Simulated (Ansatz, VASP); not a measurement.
**GaSb3: VASP beside Ansatz**

```
Ga Sb
1.0
     0.00000    3.73060    3.73060
     3.73060    0.00000    3.73060
     3.73060    3.73060    0.00000
Ga Sb
1 3
Cartesian
  0.0187 0.0000 0.0187
  1.8653 1.8653 1.8653
  5.5959 5.5959 5.5959
  3.7306 3.7306 3.7306
```

Alike in both runs: task single point; functional r2SCAN; k mesh 4 × 4 × 4; occupations fermi-dirac, width 0.1 eV; no spin polarisation.

```csv
,VASP,Ansatz
version,VASP 6.6.1,Ansatz 0.2.0
potentials or method,"VASP PAW PBE potentials, release 64 (Ga_d, Sb)","plane waves, PAW"
plane-wave cutoff (eV),520,500
valence electrons in the cell,28,58
```

```csv
,VASP,Ansatz,Ansatz less VASP
gap on the k mesh at the Fermi level (eV),none,none,-
rms of the force components (eV/Å),0.005,0.005,-0.0008
```

VASP's potentials were made for PBE, not for r2SCAN. Atom by atom the forces differ by 0.001 eV/Å (rms over components). A gap of «none» marks a metal or a gap that the smearing closes. VASP's potentials hold 28 valence electrons a cell and Ansatz's 58, so a difference there can come from the potentials and not from the codes.

The k mesh is coarse, so the values compare programs but aren't converged. Neither program's run includes spin-orbit coupling.
